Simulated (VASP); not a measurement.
Set up this calculation in VASP 6.6.1, as the native input.

- Task: single point
- Functional: BLYP
- Potentials or basis: VASP PAW PBE potentials, release 64 (Si)
- Cutoff: 520 eV
- k mesh: 7 × 7 × 7
- Occupations: fermi-dirac, width 0.1 eV
- Spin: no spin polarisation
- Dipole correction: no
- Further INCAR settings: ALGO = Normal; EDIFF = 1e-07; NBANDS = 26

The structure of Si lies in POSCAR:

```
Si
1.0
    5.1302758039      0.0000000000      0.0000000000
    0.0000000000      5.1302758039      0.0000000000
    0.0000000000      0.0000000000      5.1302758039
Si
8
Direct
    1.0000000000      1.0000000000      0.0000000000
    0.5000000000      0.5000000000      0.5000000000
    0.2500000000      0.0000000000      0.5000000000
    0.7500000000      0.0000000000      0.5000000000
    0.5000000000      0.2500000000      0.0000000000
    0.5000000000      0.7500000000      0.0000000000
    1.0000000000      0.5000000000      0.2500000000
    1.0000000000      0.5000000000      0.7500000000
```

These files were run (other wordings do the same):

INCAR

```
  PREC = Accurate
  ENCUT = 520
  EDIFF = 1E-7
  ISMEAR = -1
  SIGMA = 0.1
  LREAL = False
  LASPH = True
  NELM = 80
  ALGO = Normal
  ISIF = 2
  LWAVE = False
  LCHARG = False
  GGA = B5
  ALDAX = 1.0
  AGGAX = 1.0
  AGGAC = 1.0
  ALDAC = 0.0
  NBANDS = 26
```

KPOINTS

```
Automatic mesh
0
Gamma
  7 7 7
```

Potentials or basis: VASP PAW PBE potentials, release 64 (Si).

Run with:

```bash
$ cat potpaw_PBE.64/Si/POTCAR > POTCAR
$ mpirun -np 1 vasp_std > vasp.out
```

Results of the run:

- Pressure: 0.6 GPa
- Band gap on the k mesh: zero (bands 16 and 17 overlap by 1.62 eV)

Caveat: the PAW data sets were made with another functional, which shifts forces and pressure a little.

Wall time 54 s on 1 thread of Intel(R) Xeon(R) Platinum 8375C CPU @ 2.90GHz (Ice Lake), with other jobs on the host, peak memory 0.24 GiB.
